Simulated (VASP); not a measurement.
# PbS (I-4m2) in VASP: single point with PBE

Aim: the single point of PbS with PBE.

All numbers are computed with VASP 6.6.1; they aren't measurements. Logs are shortened: lines on timing, memory, paths and dates and some standing lists are left out, and cuts for length are marked.

## (1) The cell of the first run

The structure is tetragonal, space group I-4m2 (No. 119). Conventional cell: a = 4.860 Å, b = 4.860 Å, c = 6.602 Å, α = 90.00°, β = 90.00°, γ = 90.00°. Pb (site symmetry -4m2) has 4 S at 2.94 Å within 3.9 Å. S (site symmetry -4m2) has 4 Pb at 2.94 Å within 3.9 Å.

## (2) Single point, PBE (biaxial xy strain +4.1%)

The input, INCAR:

```
SYSTEM = PbS
PREC = Accurate
ENCUT = 520
EDIFF = 1E-7
ISMEAR = -1
SIGMA = 0.02
LREAL = .FALSE.
LASPH = .TRUE.
NELM = 80
ALGO = Normal
ISIF = 2
LWAVE = .FALSE.
LCHARG = .FALSE.
GGA = PE
NBANDS = 17
```

The input, KPOINTS:

```
regular mesh
0
G
  6 6 6
  0 0 0
```

The input, POSCAR:

```
PbS
1.0
    0.0000000000      3.4366476342      3.3009774605
    3.4366476342      0.0000000000      3.3009774605
    3.4366476342      3.4366476342      0.0000000000
Pb S
1 1
Direct
    0.0000000000      0.0000000000      0.0000000000
    0.2500000000      0.2500000000      0.2500000000
```

Potentials or basis: VASP PAW PBE potentials, release 64 (Pb_d, S).

Started as:

```console
cat potpaw_PBE.64/Pb_d/POTCAR potpaw_PBE.64/S/POTCAR > POTCAR
mpirun -np 1 vasp_std > vasp.out
```

OUTCAR:

```text
SYSTEM = PbS
   PREC = Accurate
   ENCUT = 520
   EDIFF = 1E-7
   ISMEAR = -1
   LREAL = .FALSE.
   LASPH = .TRUE.
   NELM = 80
   ISIF = 2
   GGA = PE

 ion  position               nearest neighbor table
   1  0.000  0.000  0.000-   2 2.94   2 2.94   2 2.94   2 2.94
   2  0.250  0.250  0.250-   1 2.94   1 2.94   1 2.94   1 2.94

  LATTYP: Found a body centered tetragonal cell.
 ALAT       =     4.8601536934
 C/A-ratio  =     1.3583839807

  Lattice vectors:

 A1 = (   0.0000000000,  -3.4366476342,  -3.3009774605)
 A2 = (   0.0000000000,   3.4366476342,  -3.3009774605)
 A3 = (   3.4366476342,   0.0000000000,   3.3009774605)

Analysis of symmetry for initial positions (statically):
=====================================================================
 Subroutine PRICEL returns:
 Original cell was already a primitive cell.

 Routine SETGRP: Setting up the symmetry group for a
 body centered tetragonal supercell.

 Subroutine GETGRP returns: Found  8 space group operations
 (whereof  8 operations were pure point group operations)
 out of a pool of 16 trial point group operations.

The static configuration has the point symmetry D_2d.

Analysis of symmetry for dynamics (positions and initial velocities):
=====================================================================
 Subroutine PRICEL returns:
 Original cell was already a primitive cell.

 Routine SETGRP: Setting up the symmetry group for a
 body centered tetragonal supercell.

 Subroutine GETGRP returns: Found  8 space group operations
 (whereof  8 operations were pure point group operations)
 out of a pool of 16 trial point group operations.

The dynamic configuration has the point symmetry D_2d.

 Subroutine INISYM returns: Found  8 space group operations
 (whereof  8 operations are pure point group operations),
 and found     1 'primitive' translations

----------------------------------------------------------------------------------------

                                     Primitive cell

  volume of cell :      77.9727

  direct lattice vectors                    reciprocal lattice vectors
     0.000000000  3.436647634  3.300977460    -0.145490621  0.145490621  0.151470286
     3.436647634  0.000000000  3.300977460     0.145490621 -0.145490621  0.151470286
     3.436647634  3.436647634  0.000000000     0.145490621  0.145490621 -0.151470286

  length of vectors
     4.765186162  4.765186162  4.860153693     0.255496163  0.255496163  0.255496163

  position of ions in fractional coordinates (direct lattice)
     0.000000000  0.000000000  0.000000000
     0.250000000  0.250000000  0.250000000

  ion indices of the primitive-cell ions
   primitive index   ion index
                 1           1
                 2           2

----------------------------------------------------------------------------------------

 KPOINTS: regular mesh

Automatic generation of k-mesh.
 Grid dimensions read from file:
 generate k-points for:    6    6    6

 Generating k-lattice:

  Cartesian coordinates                     Fractional coordinates (reciprocal lattice)
    -0.024248437  0.024248437  0.025245048     0.166666667 -0.000000000  0.000000000
     0.024248437 -0.024248437  0.025245048    -0.000000000  0.166666667  0.000000000
     0.024248437  0.024248437 -0.025245048     0.000000000  0.000000000  0.166666667

  Length of vectors
     0.042582694  0.042582694  0.042582694

  Shift w.r.t. Gamma in fractional coordinates (k-lattice)
     0.000000000  0.000000000  0.000000000

 Subroutine IBZKPT returns following result:
 ===========================================

 Found     30 irreducible k-points:

 Following reciprocal coordinates:
            Coordinates               Weight
  0.000000  0.000000  0.000000      1.000000
  0.166667  0.000000  0.000000      8.000000
  0.333333  0.000000  0.000000      8.000000
  0.500000  0.000000  0.000000      4.000000
  0.166667  0.166667  0.000000      2.000000
  0.333333  0.166667  0.000000      8.000000
[... 16 lines left out ...]
  0.333333  0.000000  0.333333      4.000000
  0.500000  0.000000  0.333333     16.000000
 [... further k-points ...]
   k-points           NKPTS =     30   k-points in BZ     NKDIM =     30   number of bands    NBANDS=     17
   number of dos      NEDOS =    301   number of ions     NIONS =      2
   total plane-waves  NPLWV =  46656
   dimension x,y,z NGX =    36 NGY =   36 NGZ =   36
   dimension x,y,z NGXF=    72 NGYF=   72 NGZF=   72
   ions per type =               1   1
   NGX,Y,Z   is equivalent  to a cutoff of  12.56, 12.56, 12.31 a.u.
   NGXF,Y,Z  is equivalent  to a cutoff of  25.12, 25.12, 24.63 a.u.
 SYSTEM =  PbS
   PREC   = accura    normal or accurate (medium, high low for compatibility)
   ISTART =      0    job   : 0-new  1-cont  2-samecut
   ICHARG =      2    charge: 1-file 2-atom 10-const
   ISPIN  =      1    spin polarized calculation?
   LNONCOLLINEAR =      F non collinear calculations
   LSORBIT =      F    spin-orbit coupling
   LASPH  =      T    aspherical Exc in radial PAW
   ENCUT  =  520.0 eV  38.22 Ry    6.18 a.u.   8.86  8.86  9.04*2*pi/ulx,y,z
   NELM   =     80;   NELMIN=  2; NELMDL= -5     # of ELM steps
   EDIFF  = 0.1E-06   stopping-criterion for ELM
   LREAL  =      F    real-space projection
   EDIFFG = 0.1E-05   stopping-criterion for IOM
   NSW    =      0    number of steps for IOM
   IBRION =     -1    ionic relax: 0-MD 1-quasi-New 2-CG
   NFREE  =      0    steps in history (QN), initial steepest desc. (CG)
   ISIF   =      2    stress and relaxation
   ISYM   =      2    0-nonsym 1-usesym 2-fastsym
   POTIM  = 0.5000    time-step for ionic-motion
   TEBEG  =    0.0;   TEEND  =   0.0 temperature during run
   PSTRESS=    0.0 pullay stress
   NELECT =      20.0000    total number of electrons
   NUPDOWN=      -1.0000    fix difference up-down
   EMIN   =  10.00;   EMAX   =-10.00  energy-range for DOS
   EFERMI =   0.00;   METHOD = LEGACY
   ISMEAR =    -1;   SIGMA  =   0.02  broadening in eV -4-tet -1-fermi 0-gaus
   EFERMI_NEDOS =   21; number of points for ismear=-14 and -15
   IALGO  =     38    algorithm
   IMIX   =      4    mixing-type and parameters
     AMIX     =   0.40;   BMIX     =  1.00
     AMIX_MAG =   1.60;   BMIX_MAG =  1.00
  volume/ion in A,a.u.               =      38.99       263.09
  Fermi-wavevector in a.u.,A,eV,Ry     =   1.040169  1.965635 14.720849  1.081952
  Thomas-Fermi vector in A             =   2.174733
   LORBIT       =      0    0 simple, 1 ext, 2 COOP (PROOUT), +10 PAW based schemes
   GGA     = PE    functional components
   LHFCALC =     F    Hartree Fock is set to
   AEXX    =    0.0000 exact exchange contribution
   IVDW    =     0    specifies the selected vdW correction
   LEPSILON=     F    determine dielectric tensor
   LRPA    =     F    only Hartree local field effects (RPA)
 non-spin polarized calculation
  energy-cutoff  :      520.00
  volume of cell :       77.97
 maximum number of plane-waves:      2115
   NGX = 17   NGY = 17   NGZ = 19

 number of electron      20.0000007 magnetization

 Free energy of the ion-electron system (eV)
  ---------------------------------------------------
  ext. energy  EPLUGINS =         0.00000000
  ---------------------------------------------------
  free energy    TOTEN  =        -8.37909785 eV

  energy without entropy =       -8.37909785  energy(sigma->0) =       -8.37909785

 E-fermi :   2.5916     XC(G=0):  -7.5918

 val. band max:        2.0994368321   @ k =  -0.3333   0.1667   0.5000
 cond. band min:       3.0589158274   @ k =   0.5000   0.5000   0.0000
 fundamental gap:      0.9594789953
 Fermi energy:         2.5915605850

 k-point     1 :       0.0000    0.0000    0.0000
  band No.  band energies     occupation
      1     -14.4719      2.00000
      2     -14.4719      2.00000
      3     -14.4600      2.00000
      4     -14.4511      2.00000
      5     -14.4407      2.00000
      6      -9.9664      2.00000
[... 9 lines left out ...]
     16      10.9759      0.00000
     17      11.5508      0.00000

 k-point     2 :       0.1667    0.0000    0.0000
  band No.  band energies     occupation
      1     -14.4746      2.00000
      2     -14.4695      2.00000
      3     -14.4600      2.00000
      4     -14.4508      2.00000
      5     -14.4402      2.00000
      6      -9.8383      2.00000
[... 9 lines left out ...]
     16      10.2429      0.00000
     17      11.1933      0.00000

 k-point     3 :       0.3333    0.0000    0.0000
  band No.  band energies     occupation
      1     -14.4824      2.00000
      2     -14.4657      2.00000
      3     -14.4595      2.00000
      4     -14.4483      2.00000
      5     -14.4383      2.00000
      6      -9.5426      2.00000
[... 9 lines left out ...]
     16      10.2521      0.00000
     17      11.3766      0.00000

 k-point     4 :       0.5000    0.0000    0.0000
  band No.  band energies     occupation
      1     -14.4868      2.00000
      2     -14.4643      2.00000
      3     -14.4597      2.00000
      4     -14.4462      2.00000
      5     -14.4368      2.00000
      6      -9.3665      2.00000
[... 9 lines left out ...]
     16      10.8934      0.00000
     17      10.9126      0.00000
[... 343 lines left out ...]
      1     -14.4933      2.00000
      2     -14.4566      2.00000
      3     -14.4565      2.00000
      4     -14.4514      2.00000
      5     -14.4351      2.00000
      6      -9.1143      2.00000
[... 9 lines left out ...]
     16      11.7762      0.00000
     17      11.7824      0.00000

 k-point    23 :       0.3333    0.0000    0.3333
  band No.  band energies     occupation
      1     -14.4972      2.00000
      2     -14.4563      2.00000
      3     -14.4512      2.00000
      4     -14.4483      2.00000
      5     -14.4401      2.00000
      6      -9.3937      2.00000
[... 9 lines left out ...]
     16      11.7418      0.00000
     17      13.1124      0.00000

 k-point    24 :       0.5000    0.0000    0.3333
  band No.  band energies     occupation
      1     -14.4997      2.00000
      2     -14.4549      2.00000
      3     -14.4514      2.00000
      4     -14.4469      2.00000
      5     -14.4395      2.00000
      6      -9.2027      2.00000
[... 9 lines left out ...]
     16      11.5605      0.00000
     17      12.6969      0.00000

 [... further k-points ...]

------------------------ aborting loop because EDIFF is reached ----------------------------------------

  FORCE on cell =-STRESS in cart. coord.  units (eV):
  Direction    XX          YY          ZZ          XY          YZ          ZX
  --------------------------------------------------------------------------------------
  -------------------------------------------------------------------------------------
  Total       -0.9935334     -0.9935334     -0.8458220      0.0000000     -0.0000000      0.0000000
  in kB      -20.4150524    -20.4150524    -17.3798889      0.0000000     -0.0000000      0.0000000
  external PRESSURE =     -19.4033313 kB  Pullay stress =       0.0000000 kB

 VOLUME and BASIS-vectors are now :
 -----------------------------------------------------------------------------
  energy-cutoff  :      520.00
  volume of cell :       77.97
      direct lattice vectors                 reciprocal lattice vectors
     0.000000000  3.436647634  3.300977460    -0.145490621  0.145490621  0.151470286
     3.436647634  0.000000000  3.300977460     0.145490621 -0.145490621  0.151470286
     3.436647634  3.436647634  0.000000000     0.145490621  0.145490621 -0.151470286

 POSITION                                       TOTAL-FORCE (eV/Angst)
 -----------------------------------------------------------------------------------
      0.00000      0.00000      0.00000         0.000000      0.000000      0.000000
      1.71832      1.71832      1.65049         0.000000     -0.000000     -0.000000
 -----------------------------------------------------------------------------------
    total drift:                                0.000000      0.000000      0.000000

  FREE ENERGIE OF THE ION-ELECTRON SYSTEM (eV)
  ---------------------------------------------------
  free  energy   TOTEN  =        -8.3790978522 eV

  energy  without entropy=       -8.3790978522  energy(sigma->0) =       -8.37909785
```

It took 19 s on 1 thread of Intel Xeon 6975P-C (Granite Rapids), shared host; peak memory 0.21 GiB.

What came out:

```
Free energy            : -8.3791 eV
Pressure               : -1.9 GPa
Band gap on the k mesh : 0.96 eV, indirect (least direct gap 1.35 eV)
```

Stress tensor (GPa, compression positive):
```
-2.04  0.00  0.00
 0.00 -2.04  0.00
 0.00  0.00 -1.74
```

Caveat: the cell differs from its parent crystal (biaxial xy strain +4.1%); spin-orbit coupling is left out, which moves the levels of the heavy elements.
